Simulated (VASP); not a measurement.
Here is a VASP 6.6.1 calculation.

The input INCAR:

```
ALGO = Normal ; EDIFF = 1E-7
EDIFFG = -0.01 ; ENCUT = 600
GGA = PE ; IBRION = 2
ISIF = 3 ; ISMEAR = 0
LASPH = T ; LCHARG = F
LREAL = F ; LWAVE = F
NELM = 100 ; NSW = 100
PREC = Accurate ; SIGMA = 0.1
```

The input KPOINTS:

```
k-points
0
Gamma
  18 18 4
```

The input POSCAR:

```
Be5GeN2
1.0
    2.6836748926      0.0000000000      0.0000000000
   -1.3418374463      2.3241306325      0.0000000000
    0.0000000000      0.0000000000     11.8543742805
Be Ge N
5 1 2
Direct
    0.0000000000      0.0000000000      0.9928481602
    0.3333333333      0.6666666667      0.1768694040
    0.0000000000      0.0000000000      0.3092078442
    0.6666666667      0.3333333333      0.6919378920
    0.3333333333      0.6666666667      0.8251600999
    0.3333333333      0.6666666667      0.5013368171
    0.6666666667      0.3333333333      0.2418492761
    0.0000000000      0.0000000000      0.7607905064
```

Potentials or basis: VASP PAW PBE potentials, release 64 (Be, Ge_d, N).

The run is started by

```bash
$ cat potpaw_PBE.64/Be/POTCAR potpaw_PBE.64/Ge_d/POTCAR potpaw_PBE.64/N/POTCAR > POTCAR
$ mpirun -np 1 vasp_std > vasp.out
```

Task: What does it give for the space group after relaxing (to 0.1 Å)?

Result: P3m1 (No. 156).

Task: Predict the relaxed volume.

Result: 9.34 Å³/atom.

The path:
```tsv
step	energy change (eV)	largest force (eV/Å)	pressure (GPa)	volume (Å³)
1	0.0000	0.2931	0.71	73.94
2	-0.0086	0.1083	-0.09	74.38
3	-0.0096	0.1016	-0.48	74.59
4	-0.0116	0.0403	0.23	74.39
5	-0.0116	0.0433	0.30	74.38
6	-0.0122	0.0268	0.14	74.54
7	-0.0124	0.0198	0.00	74.70
8	-0.0124	0.0211	0.03	74.67
9	-0.0124	0.0166	-0.02	74.71
10	-0.0125	0.0148	-0.05	74.72
11	-0.0125	0.0141	-0.01	74.70
12	-0.0125	0.0151	0.02	74.68
13	-0.0125	0.0168	0.08	74.65
14	-0.0125	0.0155	0.03	74.67
15	-0.0125	0.0115	-0.04	74.69
16	-0.0125	0.0033	0.00	74.68
```
